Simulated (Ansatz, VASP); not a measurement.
**Two plane-wave programs on Zn**

INCAR

```
PREC = Accurate
ENCUT = 600
EDIFF = 1E-6
ISMEAR = 0
SIGMA = 0.1
LREAL = False
LASPH = True
NELM = 80
ALGO = Fast
ISIF = 3
LWAVE = False
LCHARG = False
GGA = PE
IBRION = 2
NSW = 90
EDIFFG = -0.04
```

KPOINTS

```
Automatic mesh
0
Gamma
  6 6 4
```

POSCAR

```
Zn
1.0
    3.6151095483      0.0000000000      0.0000000000
   -1.8075547742      3.1307767064      0.0000000000
    0.0000000000      0.0000000000      4.1014627979
Zn
3
Direct
    0.2254000000      0.0000000000      0.3333333333
    0.0000000000      0.2254000000      0.6666666667
    0.7746000000      0.7746000000      0.0000000000
```

Input for Ansatz:

```yaml
crystal:
  lattice:
    - [3.6151095483, 0.0, 0.0]
    - [-1.8075547742, 3.1307767064, 0.0]
    - [0.0, 0.0, 4.1014627979]
  atoms:
    - { symbol: Zn, position: [0.2254, 0.0, 0.3333333333] }
    - { symbol: Zn, position: [0.0, 0.2254, 0.6666666667] }
    - { symbol: Zn, position: [0.7746, 0.7746, 0.0] }
basis:
  ecutwfc: 420
kpoints:
  mp_grid: { grid: [6, 6, 4] }
hamiltonian:
  xc: pbe
scf:
  occupations: { method: gaussian, width: 0.1 }
  lower_state_search: "off"
output:
  forces: true
  stress: true
  eigenvalues: true
relax:
  adjacent_minimum: "off"
  f_tol: 0.04
  max_steps: 70
  cell: { stress_tol: 0.4 }
```

Alike in both runs: task relaxation of cell and atoms; functional PBE; k mesh 6 × 6 × 4; occupations gaussian, width 0.1 eV; no spin polarisation.

|  | VASP | Ansatz |
| --- | --- | --- |
| version | VASP 6.6.1 | Ansatz 0.2.0 |
| potentials or method | VASP PAW PBE potentials, release 64 (Zn), cutoff 600 eV | scalar-relativistic, plane waves, PAW |
| valence electrons in the cell | 36 | 36 |

```csv
,VASP,Ansatz,Ansatz less VASP
"gap on the k mesh at the Fermi level, each at its own relaxed structure (eV)",none,none,-
relaxed volume (Å³/atom),18.42,16.62,-1.803
relaxed cell length with the largest relative difference (Å),4.602,4.103,-0.4988
```

A gap of «none» marks a metal or a gap that the smearing closes. One of these differences is far larger than is usual between the two programs; its cause wasn't traced.

The k mesh is coarse, so the values compare programs but aren't converged. Noted on VASP's run: the volume moved by over 15 % at a fixed basis, so the end points are rough.
